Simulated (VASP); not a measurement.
A run of VASP 6.6.1:

File INCAR:

```
SYSTEM = GaN
PREC = Accurate ; ENCUT = 600
EDIFF = 1E-6 ; ISMEAR = 0
SIGMA = 0.02 ; LREAL = .FALSE.
LASPH = .TRUE. ; NELM = 120
ALGO = Normal ; ISIF = 2
LWAVE = .FALSE. ; LCHARG = .TRUE.
GGA = CA ; LELF = .TRUE.
LVHAR = .TRUE. ; NBANDS = 16
GGA_COMPAT = .FALSE.
```

The input KPOINTS:

```
regular mesh
0
G
  12 12 12
  0 0 0
```

Contents of POSCAR:

```
GaN
1.0
    0.0000000000      2.0905572200      2.0905572200
    2.0905572200      0.0000000000      2.0905572200
    2.0905572200      2.0905572200      0.0000000000
Ga N
1 1
Direct
    0.0000000000      0.0000000000      0.0000000000
    0.5000000000      0.5000000000      0.5000000000
```

Potentials or basis: VASP PAW LDA potentials, release 64 (Ga_d, N).

Command:

```bash
$ cat potpaw_LDA.64/Ga_d/POTCAR potpaw_LDA.64/N/POTCAR > POTCAR
$ mpirun -np 1 vasp_std > vasp.out
```

Hardware: 1 thread of AMD EPYC 7R43 64-Core Processor (Zen 3), on a shared host.

**Question.** How long does it take, and how much memory?

**Answer.** Wall time 29 s on 1 thread of AMD EPYC 7R43 64-Core Processor (Zen 3), on a shared host, peak memory 0.11 GiB. Counts: scf iterations 12, k points 72.
